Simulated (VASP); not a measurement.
# InSb in VASP: further runs, part 2 of 2

VASP 6.6.1.

## 3. Single point, PBE (strain +0.080 along x and y, +0.080 along z)

INCAR reads:

```
  PREC = Accurate
  ENCUT = 520
  EDIFF = 1E-6
  ISMEAR = 0
  SIGMA = 0.15
  LREAL = F
  LASPH = T
  NELM = 60
  ALGO = Normal
  ISIF = 2
  LWAVE = F
  LCHARG = F
  GGA = PE
  NBANDS = 16
```

KPOINTS reads:

```
regular mesh
0
Gamma
  12 12 12
```

POSCAR reads:

```
InSb
1.0
    0.0000000000      3.4982280000      3.4982280000
    3.4982280000      0.0000000000      3.4982280000
    3.4982280000      3.4982280000      0.0000000000
In Sb
1 1
Direct
    0.0000000000      0.0000000000      0.0000000000
    0.7500000000      0.7500000000      0.7500000000
```

Potentials or basis: VASP PAW PBE potentials, release 64 (In_d, Sb).

On the command line:

```
$ cat potpaw_PBE.64/In_d/POTCAR potpaw_PBE.64/Sb/POTCAR > POTCAR
$ mpirun -np 1 vasp_std > vasp.out
```

OUTCAR:

```text
PREC = Accurate
   ENCUT = 520
   EDIFF = 1E-6
   ISMEAR = 0
   LREAL = F
   LASPH = T
   NELM = 60
   ISIF = 2
   GGA = PE

 ion  position               nearest neighbor table
   1  0.000  0.000  0.000-   2 3.03   2 3.03   2 3.03   2 3.03
   2  0.750  0.750  0.750-   1 3.03   1 3.03   1 3.03   1 3.03

  LATTYP: Found a face centered cubic cell.
 ALAT       =     6.9964560000

  Lattice vectors:

 A1 = (   0.0000000000,   3.4982280000,   3.4982280000)
[... 643 lines left out ...]
------------------------ aborting loop because EDIFF is reached ----------------------------------------

  FORCE on cell =-STRESS in cart. coord.  units (eV):
  Direction    XX          YY          ZZ          XY          YZ          ZX
  --------------------------------------------------------------------------------------
  -------------------------------------------------------------------------------------
  Total       -2.1144067     -2.1144067     -2.1144067     -0.0000000      0.0000000      0.0000000
  in kB      -39.5662394    -39.5662394    -39.5662394     -0.0000000      0.0000000      0.0000000
  external PRESSURE =     -39.5662394 kB  Pullay stress =       0.0000000 kB

 VOLUME and BASIS-vectors are now :
 -----------------------------------------------------------------------------
  energy-cutoff  :      520.00
  volume of cell :       85.62
      direct lattice vectors                 reciprocal lattice vectors
     0.000000000  3.498228000  3.498228000    -0.142929506  0.142929506  0.142929506
     3.498228000  0.000000000  3.498228000     0.142929506 -0.142929506  0.142929506
     3.498228000  3.498228000  0.000000000     0.142929506  0.142929506 -0.142929506

 POSITION                                       TOTAL-FORCE (eV/Angst)
 -----------------------------------------------------------------------------------
      0.00000      0.00000      0.00000        -0.000000     -0.000000     -0.000000
      5.24734      5.24734      5.24734         0.000000      0.000000      0.000000
 -----------------------------------------------------------------------------------
    total drift:                                0.000000      0.000000      0.000000

  FREE ENERGIE OF THE ION-ELECTRON SYSTEM (eV)
  ---------------------------------------------------
  free  energy   TOTEN  =        -6.7719208509 eV

  energy  without entropy=       -6.7708249778  energy(sigma->0) =       -6.77137291
```

OSZICAR:

```text
N       E                     dE             d eps       ncg     rms          rms(c)
DAV:   1     0.109531354296E+03    0.10953E+03   -0.76116E+03  2304   0.104E+03
DAV:   2     0.626500612808E+00   -0.10890E+03   -0.10566E+03  2584   0.264E+02
DAV:   3    -0.662855534536E+01   -0.72551E+01   -0.72278E+01  2944   0.713E+01
DAV:   4    -0.683530779469E+01   -0.20675E+00   -0.20672E+00  2856   0.145E+01
DAV:   5    -0.684706735187E+01   -0.11760E-01   -0.11759E-01  3592   0.269E+00    0.287E+00
DAV:   6    -0.677280093567E+01    0.74266E-01   -0.14613E-01  3400   0.481E+00    0.167E+00
DAV:   7    -0.676939690381E+01    0.34040E-02   -0.43671E-02  2912   0.163E+00    0.522E-01
DAV:   8    -0.677109745443E+01   -0.17006E-02   -0.56168E-03  2984   0.742E-01    0.137E-01
DAV:   9    -0.677178386653E+01   -0.68641E-03   -0.82302E-04  2872   0.240E-01    0.566E-02
DAV:  10    -0.677186186618E+01   -0.78000E-04   -0.53138E-05  2968   0.445E-02    0.194E-02
DAV:  11    -0.677192053274E+01   -0.58667E-04   -0.99288E-05  2600   0.504E-02    0.153E-02
DAV:  12    -0.677192085093E+01   -0.31820E-06   -0.93384E-07  2784   0.662E-03
   1 F= -.67719209E+01 E0= -.67713729E+01  d E =-.109587E-02
```

stdout:

```text
POSCAR found type information on POSCAR InSb
 POSCAR found :  2 types and       2 ions
 scaLAPACK will be used
 LDA part: xc-table for (Slater+PW92), standard interpolation
 POSCAR, INCAR and KPOINTS ok, starting setup
 FFT: planning ... GRIDC
 FFT: planning ... GRID_SOFT
 FFT: planning ... GRID
 WAVECAR not read
 entering main loop
```

Wall time 40 s (1 thread of Intel Xeon 6975P-C (Granite Rapids), shared host); peak memory 0.3 GiB.

What came out:

| Quantity | Value |
| --- | --- |
| Free energy | -6.7719 eV |
| Pressure | -4.0 GPa |
| Band gap on the k mesh | zero (filled and empty bands touch) |

Caveat: the cell differs from its parent crystal (strain +0.080 along x and y, +0.080 along z); spin-orbit coupling is left out, which moves the levels of the heavy elements.

## 4. Single point, PBE (strain +0.000 along x and y, +0.040 along z)

INCAR reads:

```
SYSTEM = InSb
PREC = Accurate
ENCUT = 520
EDIFF = 1E-6
ISMEAR = 0
SIGMA = 0.15
LREAL = .False.
LASPH = .True.
NELM = 80
ALGO = Normal
ISIF = 2
LWAVE = .False.
LCHARG = .False.
GGA = PE
NBANDS = 16
```

KPOINTS reads:

```
regular mesh
0
Gamma
  12 12 12
  0 0 0
```

POSCAR reads:

```
InSb
1.0
    0.0000000000      3.2391000000      3.3686640000
    3.2391000000      0.0000000000      3.3686640000
    3.2391000000      3.2391000000      0.0000000000
In Sb
1 1
Direct
    0.0000000000      0.0000000000      0.0000000000
    0.7500000000      0.7500000000      0.7500000000
```

On the command line:

```
$ cat potpaw_PBE.64/In_d/POTCAR potpaw_PBE.64/Sb/POTCAR > POTCAR
$ mpirun -np 1 vasp_std > vasp.out
```

It took 57 s on 1 thread of Intel Xeon 6975P-C (Granite Rapids), shared host; peak memory 0.34 GiB.

It converged, with:

| Quantity | Value |
| --- | --- |
| Free energy | -6.9378 eV |
| Pressure | 1.2 GPa |
| Band gap on the k mesh | zero (filled and empty bands touch) |

Stress tensor (GPa, compression positive):
```
1.62 0.00 0.00
0.00 1.62 0.00
0.00 0.00 0.51
```

Levels at points of the mesh, in eV from the Fermi level:
```csv
k point,band 5,band 6,band 7,band 8,band 9,band 10,band 11,band 12,band 13,band 14
"(0.00, 0.00, 0.00)",-14.60,-10.63,-0.57,-0.29,-0.09,-0.09,2.79,2.79,2.88,5.54
"(0.50, 0.00, 0.00)",-14.60,-9.36,-5.59,-1.23,-0.98,0.30,3.58,3.74,5.97,7.87
"(0.50, 0.50, 0.00)",-14.60,-8.87,-6.01,-2.16,-2.16,1.38,1.39,7.74,7.74,8.24
"(0.50, 0.00, 0.50)",-14.60,-8.76,-5.85,-2.36,-2.34,1.10,1.20,7.65,7.79,8.42
```

Caveat: the cell differs from its parent crystal (strain +0.000 along x and y, +0.040 along z); spin-orbit coupling is left out, which moves the levels of the heavy elements.

## 5. Single point, PBE (strain +0.040 along x and y, +0.080 along z)

INCAR reads:

```
PREC = Accurate
ENCUT = 520
EDIFF = 1E-6
ISMEAR = 0
SIGMA = 0.15
LREAL = False
LASPH = True
NELM = 80
ALGO = Normal
ISIF = 2
LWAVE = False
LCHARG = False
GGA = PE
NBANDS = 16
```

KPOINTS reads:

```
Automatic mesh
0
Gamma
  12 12 12
```

POSCAR reads:

```
InSb
1.0
    0.0000000000      3.3686640000      3.4982280000
    3.3686640000      0.0000000000      3.4982280000
    3.3686640000      3.3686640000      0.0000000000
In Sb
1 1
Direct
    0.0000000000      0.0000000000      0.0000000000
    0.7500000000      0.7500000000      0.7500000000
```

On the command line:

```
$ cat potpaw_PBE.64/In_d/POTCAR potpaw_PBE.64/Sb/POTCAR > POTCAR
$ mpirun -np 1 vasp_std > vasp.out
```

Wall time 1.9 min (1 thread of Intel Xeon Platinum 8375C at 2.90GHz (Ice Lake), shared host); peak memory 0.36 GiB.

It converged, with:

```
Free energy            : -6.8931 eV
Pressure               : -2.5 GPa
Band gap on the k mesh : zero (filled and empty bands touch)
```

Stress tensor (GPa, compression positive):
```
-2.18  0.00  0.00
 0.00 -2.18  0.00
 0.00  0.00 -3.21
```

Levels at points of the mesh, in eV from the Fermi level:
| k point | band 5 | band 6 | band 7 | band 8 | band 9 | band 10 | band 11 | band 12 | band 13 | band 14 |
| --- | --- | --- | --- | --- | --- | --- | --- | --- | --- | --- |
| (0.00, 0.00, 0.00) | -14.42 | -9.97 | -1.17 | -0.24 | -0.07 | -0.07 | 2.81 | 2.81 | 2.89 | 5.44 |
| (0.50, 0.00, 0.00) | -14.42 | -8.96 | -5.11 | -1.03 | -0.82 | 0.15 | 3.58 | 3.70 | 5.96 | 7.27 |
| (0.50, 0.50, 0.00) | -14.43 | -8.57 | -5.53 | -1.81 | -1.81 | 1.40 | 1.56 | 7.09 | 7.09 | 7.59 |
| (0.50, 0.00, 0.50) | -14.42 | -8.50 | -5.40 | -1.99 | -1.97 | 1.15 | 1.41 | 7.03 | 7.15 | 7.76 |

Caveat: the cell differs from its parent crystal (strain +0.040 along x and y, +0.080 along z); spin-orbit coupling is left out, which moves the levels of the heavy elements.

## 6. Single point, PBE (strain -0.080 along x and y, -0.040 along z)

INCAR reads:

```
SYSTEM = InSb
PREC = Accurate ; ENCUT = 520
EDIFF = 1E-7 ; ISMEAR = 0
SIGMA = 0.15 ; LREAL = .FALSE.
LASPH = .TRUE. ; NELM = 60
ALGO = Normal ; ISIF = 2
LWAVE = .FALSE. ; LCHARG = .FALSE.
GGA = PE ; NBANDS = 16
```

KPOINTS reads:

```
Automatic mesh
0
G
  12 12 12
  0 0 0
```

POSCAR reads:

```
InSb
1.0
    0.0000000000      2.9799720000      3.1095360000
    2.9799720000      0.0000000000      3.1095360000
    2.9799720000      2.9799720000      0.0000000000
In Sb
1 1
Direct
    0.0000000000      0.0000000000      0.0000000000
    0.7500000000      0.7500000000      0.7500000000
```

Potentials or basis: VASP PAW PBE potentials, release 64 (In_d, Sb).

On the command line:

```
$ cat potpaw_PBE.64/In_d/POTCAR potpaw_PBE.64/Sb/POTCAR > POTCAR
$ mpirun -np 1 vasp_std > vasp.out
```

OUTCAR:

```text
SYSTEM = InSb
   PREC = Accurate
   ENCUT = 520
   EDIFF = 1E-7
   ISMEAR = 0
   LREAL = .FALSE.
   LASPH = .TRUE.
   NELM = 60
   ISIF = 2
   GGA = PE

 ion  position               nearest neighbor table
   1  0.000  0.000  0.000-   2 2.62   2 2.62   2 2.62   2 2.62
   2  0.750  0.750  0.750-   1 2.62   1 2.62   1 2.62   1 2.62

  LATTYP: Found a body centered tetragonal cell.
 ALAT       =     4.2143168179
 C/A-ratio  =     1.4757011086

  Lattice vectors:

 A1 = (  -2.9799720000,   0.0000000000,   3.1095360000)
 A2 = (   2.9799720000,   0.0000000000,   3.1095360000)
 A3 = (   0.0000000000,   2.9799720000,  -3.1095360000)

Analysis of symmetry for initial positions (statically):
=====================================================================
 Subroutine PRICEL returns:
 Original cell was already a primitive cell.

 Routine SETGRP: Setting up the symmetry group for a
 body centered tetragonal supercell.

 Subroutine GETGRP returns: Found  8 space group operations
 (whereof  8 operations were pure point group operations)
 out of a pool of 16 trial point group operations.

The static configuration has the point symmetry D_2d.

Analysis of symmetry for dynamics (positions and initial velocities):
[... 161 lines left out ...]
 val. band max:        7.7015102866   @ k =   0.0000   0.0000   0.0000
 cond. band min:       8.3380607712   @ k =   0.4167   0.0000   0.4167
 fundamental gap:      0.6365504847
 Fermi energy:         8.0085804867

 k-point     1 :       0.0000    0.0000    0.0000
  band No.  band energies     occupation
      1      -7.6440      2.00000
      2      -7.6355      2.00000
      3      -7.6355      2.00000
      4      -7.4791      2.00000
      5      -7.4751      2.00000
      6      -4.6548      2.00000
[... 433 lines left out ...]
      3      -7.5848      2.00000
      4      -7.4789      2.00000
      5      -7.4783      2.00000
      6      -2.4691      2.00000
[... 8 lines left out ...]
     15      16.2218      0.00000
     16      16.5568      0.00000

 [... further k-points ...]

------------------------ aborting loop because EDIFF is reached ----------------------------------------

  FORCE on cell =-STRESS in cart. coord.  units (eV):
  Direction    XX          YY          ZZ          XY          YZ          ZX
  --------------------------------------------------------------------------------------
  -------------------------------------------------------------------------------------
  Total        6.9840958      6.9840958      6.7188990      0.0000000     -0.0000000      0.0000000
  in kB      202.6146397    202.6146397    194.9210504      0.0000000     -0.0000000      0.0000000
  external PRESSURE =     200.0501099 kB  Pullay stress =       0.0000000 kB

 VOLUME and BASIS-vectors are now :
 -----------------------------------------------------------------------------
  energy-cutoff  :      520.00
  volume of cell :       55.23
      direct lattice vectors                 reciprocal lattice vectors
     0.000000000  2.979972000  3.109536000    -0.167786811  0.167786811  0.160795694
     2.979972000  0.000000000  3.109536000     0.167786811 -0.167786811  0.160795694
     2.979972000  2.979972000  0.000000000     0.167786811  0.167786811 -0.160795694

 POSITION                                       TOTAL-FORCE (eV/Angst)
 -----------------------------------------------------------------------------------
      0.00000      0.00000      0.00000         0.000000      0.000000      0.000000
      4.46996      4.46996      4.66430        -0.000000     -0.000000      0.000000
 -----------------------------------------------------------------------------------
    total drift:                               -0.000000     -0.000000      0.000001

  FREE ENERGIE OF THE ION-ELECTRON SYSTEM (eV)
  ---------------------------------------------------
  free  energy   TOTEN  =        -6.0956271651 eV

  energy  without entropy=       -6.0956239068  energy(sigma->0) =       -6.09562554
```

OSZICAR:

```text
N       E                     dE             d eps       ncg     rms          rms(c)
DAV:   1     0.118007479742E+03    0.11801E+03   -0.80622E+03  5216   0.119E+03
DAV:   2     0.896367354570E+00   -0.11711E+03   -0.11294E+03  5968   0.299E+02
DAV:   3    -0.606404361155E+01   -0.69604E+01   -0.69394E+01  6584   0.731E+01
DAV:   4    -0.625522549454E+01   -0.19118E+00   -0.19115E+00  6752   0.135E+01
DAV:   5    -0.626530728347E+01   -0.10082E-01   -0.10082E-01  7688   0.257E+00    0.587E+00
DAV:   6    -0.612546133820E+01    0.13985E+00   -0.16641E-01  7280   0.743E+00    0.336E+00
DAV:   7    -0.609454553585E+01    0.30916E-01   -0.10323E-01  7024   0.349E+00    0.813E-01
DAV:   8    -0.609499894543E+01   -0.45341E-03   -0.10339E-02  6976   0.131E+00    0.446E-01
DAV:   9    -0.609556680875E+01   -0.56786E-03   -0.11049E-03  6320   0.247E-01    0.832E-02
DAV:  10    -0.609559698881E+01   -0.30180E-04   -0.60370E-05  7304   0.761E-02    0.460E-02
DAV:  11    -0.609562652725E+01   -0.29538E-04   -0.55288E-05  6024   0.654E-02    0.233E-02
DAV:  12    -0.609562755168E+01   -0.10244E-05   -0.13502E-06  7232   0.127E-02    0.552E-03
DAV:  13    -0.609562698962E+01    0.56206E-06   -0.10041E-06  6208   0.772E-03    0.211E-03
DAV:  14    -0.609562709238E+01   -0.10276E-06   -0.12303E-08  5616   0.973E-04    0.883E-04
DAV:  15    -0.609562716514E+01   -0.72762E-07   -0.46351E-09  3848   0.536E-04
   1 F= -.60956272E+01 E0= -.60956255E+01  d E =-.325830E-05
```

stdout:

```text
POSCAR found type information on POSCAR InSb
 POSCAR found :  2 types and       2 ions
 scaLAPACK will be used
 LDA part: xc-table for (Slater+PW92), standard interpolation
 POSCAR, INCAR and KPOINTS ok, starting setup
 FFT: planning ... GRIDC
 FFT: planning ... GRID_SOFT
 FFT: planning ... GRID
 WAVECAR not read
 entering main loop
```

It took 1.9 min on 1 thread of Intel Xeon Platinum 8375C at 2.90GHz (Ice Lake), shared host; peak memory 0.28 GiB.

What came out:

- Free energy: -6.0956 eV
- Pressure: 20.0 GPa
- Band gap on the k mesh: 0.64 eV, indirect (least direct gap 0.96 eV)

Levels at points of the mesh, in eV from the valence-band top:
| k point | band 7 | band 8 | band 9 | band 10 | band 11 | band 12 |
| --- | --- | --- | --- | --- | --- | --- |
| (0.00, 0.00, 0.00) | -0.27 | 0.00 | 0.00 | 0.96 | 2.76 | 2.76 |
| (0.50, 0.00, 0.00) | -6.88 | -1.65 | -1.29 | 0.81 | 3.58 | 3.83 |
| (0.50, 0.50, 0.00) | -7.21 | -2.97 | -2.97 | 1.01 | 1.25 | 9.31 |
| (0.50, 0.00, 0.50) | -6.96 | -3.26 | -3.22 | 0.72 | 0.89 | 9.10 |

Caveat: the cell differs from its parent crystal (strain -0.080 along x and y, -0.040 along z); spin-orbit coupling is left out, which moves the levels of the heavy elements. A k mesh can miss the band edges.

## 7. The runs side by side

```csv
cell,gap on the mesh (eV),pressure (GPa)
"a = 4.764 Å, angles 60.0°, 2 atoms",none,-1.5
"a = 4.947 Å, angles 60.0°, 2 atoms",none,-4.0
"a = 4.673, b = 4.673, c = 4.581 Å, angles 60.7, 60.7, 58.7°, 2 atoms",none,1.2
"a = 4.856, b = 4.856, c = 4.764 Å, angles 60.6, 60.6, 58.7°, 2 atoms",none,-2.5
"a = 4.307, b = 4.307, c = 4.214 Å, angles 60.7, 60.7, 58.6°, 2 atoms",0.64,20.0
```

Alike in all rows: task single point; level PBE; potentials or basis VASP PAW PBE potentials, release 64 (In_d, Sb); no spin polarisation; k mesh 12 × 12 × 12; cutoff (eV) 520; smearing gaussian 0.15 eV.

Caveats: spin-orbit coupling is left out, which moves the levels of the heavy elements.

Absolute energies hang on the potentials; compare differences alone.
